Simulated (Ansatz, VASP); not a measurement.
One calculation of Hf, two programs

File INCAR:

```
PREC = Accurate
ENCUT = 600
EDIFF = 1E-6
ISMEAR = -1
SIGMA = 0.05
LREAL = False
LASPH = True
NELM = 80
ALGO = Normal
ISIF = 3
LWAVE = False
LCHARG = False
GGA = PS
IVDW = 13
IBRION = 2
NSW = 60
EDIFFG = -0.01
```

The input KPOINTS:

```
regular mesh
0
Gamma
  10 10 5
```

File POSCAR:

```
Hf
1.0
    3.1967000000      0.0000000000      0.0000000000
   -1.5983500000      2.7684234083      0.0000000000
    0.0000000000      0.0000000000      5.0578000000
Hf
2
Direct
    0.6666666667      0.3333333333      0.7500000000
    0.3333333333      0.6666666667      0.2500000000
```

File input.yaml:

```yaml
crystal:
  lattice:
    - [3.1967, 0.0, 0.0]
    - [-1.59835, 2.7684234083, 0.0]
    - [0.0, 0.0, 5.0578]
  atoms:
    - { symbol: Hf, position: [0.6666666667, 0.3333333333, 0.75] }
    - { symbol: Hf, position: [0.3333333333, 0.6666666667, 0.25] }
hamiltonian:
  xc: pbesol
  pseudopotentials: { kind: paw }
  dispersion: d4
kpoints:
  mp_grid: { grid: [10, 10, 5] }
scf:
  occupations: { method: fermi_dirac, width: 0.05 }
output:
  forces: true
  stress: true
  write_density: true
  write_potential: true
  elf: true
  volumetric_format: npy
relax:
  f_tol: 0.01
  max_steps: 40
  cell: { stress_tol: 0.05 }
```

Alike in both runs: task relaxation of cell and atoms; functional PBEsol; dispersion D4; k mesh 10 × 10 × 5; occupations fermi-dirac, width 0.05 eV; no spin polarisation.

|  | VASP | Ansatz |
| --- | --- | --- |
| version | VASP 6.6.1 | Ansatz 0.2.0 |
| potentials or method | VASP PAW PBE potentials, release 64 (Hf_pv) | Ansatz PAW |
| plane-wave cutoff (eV) | 600 | 420 |
| valence electrons in the cell | 20 | 52 |

```tsv
	VASP	Ansatz	Ansatz less VASP
gap on the k mesh at the Fermi level, each at its own relaxed structure (eV)	none	none	-
relaxed volume (Å³/atom)	21.32	21.40	+0.075
relaxed cell length with the largest relative difference (Å)	4.971	4.979	+0.0073
```

VASP's potentials were made for PBE, not for PBEsol. A gap of «none» marks a metal or a gap that the smearing closes. VASP's potentials hold 20 valence electrons a cell and Ansatz's 52, so a difference there can come from the potentials and not from the codes.

Neither program's run includes spin-orbit coupling. Noted on Ansatz's run: the plane-wave basis is chosen anew once the cell has moved, so the energies of steps on either side of that aren't comparable.
